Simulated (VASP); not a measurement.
# AlAs (F-43m) in VASP: G0W0 quasiparticle levels with LDA

Aim: the G0W0 quasiparticle levels of AlAs with LDA.

All numbers are computed with VASP 6.6.1; they aren't measurements. Logs are shortened: lines on timing, memory, paths and dates and some standing lists are left out, and cuts for length are marked.

### Step 1. The cell of the first run

Symmetry: F-43m, No. 216, cubic system. The conventional cell has a = 5.678 Å, b = 5.678 Å, c = 5.678 Å, α = 90.00°, β = 90.00°, γ = 90.00°. Within 3.2 Å of Al (site symmetry -43m) lie 4 As at 2.46 Å. As (site symmetry -43m) has 4 Al at 2.46 Å within 3.2 Å.

### Step 2. G0W0 quasiparticle levels, LDA

File POSCAR:

```
AlAs
1.0
    0.0000000000      2.8389251760      2.8389251760
    2.8389251760      0.0000000000      2.8389251760
    2.8389251760      2.8389251760      0.0000000000
Al As
1 1
Direct
    0.0000000000      0.0000000000      0.0000000000
    0.2500000000      0.2500000000      0.2500000000
```

File INCAR.step1:

```
ALGO = Normal
EDIFF = 1E-8
ENCUT = 500
ISMEAR = 0
LASPH = True
LCHARG = False
LREAL = False
LWAVE = True
NELM = 100
PREC = Accurate
SIGMA = 0.01
```

File INCAR.step2:

```
ALGO = Exact
EDIFF = 1E-8
ENCUT = 500
ISMEAR = 0
ISTART = 1
LASPH = True
LCHARG = False
LOPTICS = True
LREAL = False
LWAVE = True
NBANDS = 64
NELM = 1
PREC = Accurate
SIGMA = 0.01
```

File INCAR.step3:

```
ALGO = EVGW0
EDIFF = 1E-8
ENCUT = 500
ENCUTGW = 80.0
ISMEAR = 0
ISTART = 1
LASPH = True
LCHARG = False
LREAL = False
LWAVE = False
NBANDS = 64
NBANDSGW = 12
NELMGW = 1
NOMEGA = 48
PREC = Accurate
PRECFOCK = Fast
SIGMA = 0.01
```

File KPOINTS:

```
k-points
0
Gamma
  4 4 4
```

Potentials or basis: VASP PAW LDA potentials, release 64 (Al_GW, As_GW).

Launch:

```console
> cat potpaw_LDA.64/Al_GW/POTCAR potpaw_LDA.64/As_GW/POTCAR > POTCAR
> cp INCAR.step1 INCAR
> mpirun -np 1 vasp_std > vasp.out
> cp INCAR.step2 INCAR
> mpirun -np 1 vasp_std > vasp.out
> cp INCAR.step3 INCAR
> mpirun -np 1 vasp_std > vasp.out
```

OUTCAR:

```text
EDIFF = 1E-8
   ENCUT = 500
   ENCUTGW = 80.0
   ISMEAR = 0
   ISTART = 1
   LASPH = True
   LREAL = False
   NELMGW = 1
   PREC = Accurate
   PRECFOCK = Fast

 ion  position               nearest neighbor table
   1  0.000  0.000  0.000-   2 2.46   2 2.46   2 2.46   2 2.46
   2  0.250  0.250  0.250-   1 2.46   1 2.46   1 2.46   1 2.46

  LATTYP: Found a face centered cubic cell.
 ALAT       =     5.6778503520

  Lattice vectors:

 A1 = (   0.0000000000,   2.8389251760,   2.8389251760)
 A2 = (   2.8389251760,   0.0000000000,   2.8389251760)
 A3 = (   2.8389251760,   2.8389251760,   0.0000000000)

Analysis of symmetry for initial positions (statically):
=====================================================================
 Subroutine PRICEL returns:
 Original cell was already a primitive cell.

 Routine SETGRP: Setting up the symmetry group for a
 face centered cubic supercell.

 Subroutine GETGRP returns: Found 24 space group operations
 (whereof 24 operations were pure point group operations)
 out of a pool of 48 trial point group operations.

The static configuration has the point symmetry T_d .

Analysis of symmetry for dynamics (positions and initial velocities):
=====================================================================
 Subroutine PRICEL returns:
 Original cell was already a primitive cell.

 Routine SETGRP: Setting up the symmetry group for a
 face centered cubic supercell.

 Subroutine GETGRP returns: Found 24 space group operations
 (whereof 24 operations were pure point group operations)
 out of a pool of 48 trial point group operations.

The dynamic configuration has the point symmetry T_d .

 Subroutine INISYM returns: Found 24 space group operations
 (whereof 24 operations are pure point group operations),
 and found     1 'primitive' translations

----------------------------------------------------------------------------------------

                                     Primitive cell

  volume of cell :      45.7606

  direct lattice vectors                    reciprocal lattice vectors
     0.000000000  2.838925176  2.838925176    -0.176122993  0.176122993  0.176122993
     2.838925176  0.000000000  2.838925176     0.176122993 -0.176122993  0.176122993
     2.838925176  2.838925176  0.000000000     0.176122993  0.176122993 -0.176122993

  length of vectors
     4.014846486  4.014846486  4.014846486     0.305053973  0.305053973  0.305053973

  position of ions in fractional coordinates (direct lattice)
     0.000000000  0.000000000  0.000000000
     0.250000000  0.250000000  0.250000000

  ion indices of the primitive-cell ions
   primitive index   ion index
                 1           1
                 2           2

----------------------------------------------------------------------------------------

 KPOINTS: k-points

Automatic generation of k-mesh.
 Grid dimensions read from file:
 generate k-points for:    4    4    4

 Generating k-lattice:

  Cartesian coordinates                     Fractional coordinates (reciprocal lattice)
    -0.044030748  0.044030748  0.044030748     0.250000000  0.000000000  0.000000000
     0.044030748 -0.044030748  0.044030748     0.000000000  0.250000000  0.000000000
     0.044030748  0.044030748 -0.044030748     0.000000000  0.000000000  0.250000000

  Length of vectors
     0.076263493  0.076263493  0.076263493

  Shift w.r.t. Gamma in fractional coordinates (k-lattice)
     0.000000000  0.000000000  0.000000000

 Subroutine IBZKPT returns following result:
 ===========================================

 Found      8 irreducible k-points:

 Following reciprocal coordinates:
            Coordinates               Weight
  0.000000  0.000000  0.000000      1.000000
  0.250000  0.000000  0.000000      8.000000
  0.500000  0.000000  0.000000      4.000000
  0.250000  0.250000  0.000000      6.000000
  0.500000  0.250000  0.000000     24.000000
 -0.250000  0.250000  0.000000     12.000000
  0.500000  0.500000  0.000000      3.000000
 -0.250000  0.500000  0.250000      6.000000
   k-points           NKPTS =      8   k-points in BZ     NKDIM =     64   number of bands    NBANDS=     64
   number of dos      NEDOS =    301   number of ions     NIONS =      2
   total plane-waves  NPLWV =  27000
   dimension x,y,z NGX =    30 NGY =   30 NGZ =   30
   dimension x,y,z NGXF=    60 NGYF=   60 NGZF=   60
   ions per type =               1   1
   NGX,Y,Z   is equivalent  to a cutoff of  12.42, 12.42, 12.42 a.u.
   NGXF,Y,Z  is equivalent  to a cutoff of  24.84, 24.84, 24.84 a.u.
 SYSTEM =  unknown system
   PREC   = accura    normal or accurate (medium, high low for compatibility)
   ISTART =      1    job   : 0-new  1-cont  2-samecut
   ICHARG =      0    charge: 1-file 2-atom 10-const
   ISPIN  =      1    spin polarized calculation?
   LNONCOLLINEAR =      F non collinear calculations
   LSORBIT =      F    spin-orbit coupling
   LASPH  =      T    aspherical Exc in radial PAW
   ENCUT  =  500.0 eV  36.75 Ry    6.06 a.u.   7.32  7.32  7.32*2*pi/ulx,y,z
   NELM   =     60;   NELMIN=  2; NELMDL=  0     # of ELM steps
   EDIFF  = 0.1E-07   stopping-criterion for ELM
   LREAL  =      F    real-space projection
   EDIFFG = 0.1E-06   stopping-criterion for IOM
   NSW    =      0    number of steps for IOM
   IBRION =     -1    ionic relax: 0-MD 1-quasi-New 2-CG
   NFREE  =      0    steps in history (QN), initial steepest desc. (CG)
   ISIF   =      0    stress and relaxation
   ISYM   =      3    0-nonsym 1-usesym 2-fastsym
   POTIM  = 0.5000    time-step for ionic-motion
   TEBEG  =    0.0;   TEEND  =   0.0 temperature during run
   PSTRESS=    0.0 pullay stress
   NELECT =       8.0000    total number of electrons
   NUPDOWN=      -1.0000    fix difference up-down
   EMIN   =  10.00;   EMAX   =-10.00  energy-range for DOS
   EFERMI =   0.00;   METHOD = LEGACY
   ISMEAR =     0;   SIGMA  =   0.01  broadening in eV -4-tet -1-fermi 0-gaus
   EFERMI_NEDOS =   21; number of points for ismear=-14 and -15
   IALGO  =     38    algorithm
   IMIX   =      4    mixing-type and parameters
     AMIX     =   0.40;   BMIX     =  1.00
     AMIX_MAG =   1.60;   BMIX_MAG =  1.00
  volume/ion in A,a.u.               =      22.88       154.40
  Fermi-wavevector in a.u.,A,eV,Ry     =   0.915393  1.729842 11.400923  0.837944
  Thomas-Fermi vector in A             =   2.040129
   LORBIT       =      0    0 simple, 1 ext, 2 COOP (PROOUT), +10 PAW based schemes
   GGA     = CA    functional components
   LHFCALC =     T    Hartree Fock is set to
   PRECFOCK=fast      Normal, Fast or Accurate (Low or Medium for compatibility)
   ENCUT4O =  -1.0   cutoff for four orbital integrals eV
   NKREDX  =     1    reduce k-point grid by
   NKREDY  =     1    reduce k-point grid by
   NKREDZ  =     1    reduce k-point grid by
   AEXX    =    1.0000 exact exchange contribution
   HFSCREEN=    0.0000 screening length (either q_TF or 0.3 A-1)
   HFSCREENC=   0.0000 screening length for correlation (either q_TF or 0.3 A-1)
   ENCUTFOCK=  -1.0 apply spherical cutoff to Coloumb kernel
   IVDW    =     0    specifies the selected vdW correction
   LEPSILON=     F    determine dielectric tensor
   LRPA    =     F    only Hartree local field effects (RPA)
   LRPAFORCE           =     F    calculate RPA forces
   ENCUTGW             =  80.0    cutoff for response function in eV
   ENCUTGWSOFT         =  64.0    soft cutoff for Coulomb kernel in GW response function in eV
   ENCUTLF             =  -1.0    cutoff for local field effects
   NELMGW              =     1    number of iterations in solving QP/BSE equation
   NELMHF              =     1    number of iterations in the inner HF iteration
   NKREDLFX            =     1    NKREDLFY  =   1   NKREDLFZ  =   1
 non-spin polarized calculation
 Gauss-broadening in eV      SIGMA  =   0.01
  energy-cutoff  :      500.00
  volume of cell :       45.76
 maximum number of plane-waves:      1211
 NGX is ok and might be reduce to    30
  NGX = 18; NGY = 18; NGZ = 18
   NGX = 15   NGY = 15   NGZ = 15
 maximum number of plane-waves:        80
 NGX is ok and might be reduce to    14

 QP shifts <psi_nk| G(iteration)W_0 |psi_nk>: iteration 1
 for sc-GW calculations column KS-energies equals QP-energies in previous step
 and V_xc(KS)=  KS-energies - (<T + V_ion + V_H > + <T+V_H+V_ion>^1  + <V_x>^1)

 k-point   1 :       0.0000    0.0000    0.0000
  band No.  KS-energies  QP-energies   sigma(KS)   V_xc(KS)     V^pw_x(r,r')   Z            occupation Imag(sigma)

      1      -8.4995      -8.6766     -11.4182     -11.1467     -17.8678       0.6523       2.0000       1.1357
      2       3.3499       3.2094     -11.6775     -11.4942     -13.2453       0.7669       2.0000       0.0721
      3       3.3499       3.2094     -11.6775     -11.4942     -13.2453       0.7669       2.0000       0.0721
      4       3.3499       3.2094     -11.6775     -11.4942     -13.2453       0.7669       2.0000       0.0721
      5       5.1362       5.9868      -9.2200     -10.3228      -5.5958       0.7714       0.0000      -0.0811
      6       7.5476       8.0416      -8.7299      -9.3856      -4.5275       0.7533       0.0000      -0.1112
      7       7.5476       8.0416      -8.7299      -9.3856      -4.5275       0.7533       0.0000      -0.1112
      8       7.5476       8.0416      -8.7299      -9.3856      -4.5275       0.7533       0.0000      -0.1112
      9      11.8861      12.2676      -7.4592      -7.9606      -2.2564       0.7608       0.0000      -0.3036
     10      12.3390      12.7651      -8.6710      -9.2441      -3.6252       0.7435       0.0000      -0.2551
     11      12.3390      12.7651      -8.6710      -9.2441      -3.6252       0.7435       0.0000      -0.2551
     12      14.5998      14.8653      -7.5784      -7.9344      -1.9964       0.7455       0.0000      -0.5346

 k-point   2 :       0.2500    0.0000    0.0000
  band No.  KS-energies  QP-energies   sigma(KS)   V_xc(KS)     V^pw_x(r,r')   Z            occupation Imag(sigma)
[... 97 lines left out ...]
      1      -6.5234      -6.5307     -12.1244     -12.1139     -17.8741       0.6900       2.0000       0.8533
      2      -1.7512      -2.0690     -10.6775     -10.2230     -13.9964       0.6993       2.0000       0.2421
      3       0.1656      -0.1748     -10.5490     -10.0854     -12.9109       0.7341       2.0000       0.1295
      4       0.5167       0.1987     -10.4260      -9.9949     -12.5412       0.7378       2.0000       0.1106
      5       7.5730       7.9678      -8.6188      -9.1385      -4.6353       0.7596       0.0000      -0.1121
      6       8.8487       9.5209      -9.4255     -10.3252      -4.9930       0.7472       0.0000      -0.1500
      7       8.8968       9.4383      -8.4931      -9.2203      -3.7233       0.7446       0.0000      -0.1700
      8       9.2783       9.6592      -8.3566      -8.8616      -3.9179       0.7542       0.0000      -0.1435
      9      13.7443      14.3108      -9.2443     -10.0295      -3.3600       0.7214       0.0000      -0.5176
     10      15.5000      16.0811      -9.5387     -10.3328      -3.6993       0.7318       0.0000      -0.5911
     11      15.7486      16.2811      -8.9406      -9.6653      -2.9796       0.7348       0.0000      -0.6655
     12      17.1221      17.6939      -9.1451      -9.9190      -3.1901       0.7389       0.0000      -0.7093
```

Wall time 56 s (1 thread of Intel Xeon 6975P-C (Granite Rapids), shared host); peak memory 0.46 GiB.

Results:

- Band gap on the k mesh, mean-field level: 1.32 eV, indirect (least direct gap 1.79 eV)
- Quasiparticle gap: 1.78 eV
- Least direct quasiparticle gap: 2.78 eV

Caveat: the k points lie up to 0.48 Å⁻¹ apart; bands, screening cutoff and mesh are small and nothing is extrapolated, so the quasiparticle values aren't converged.
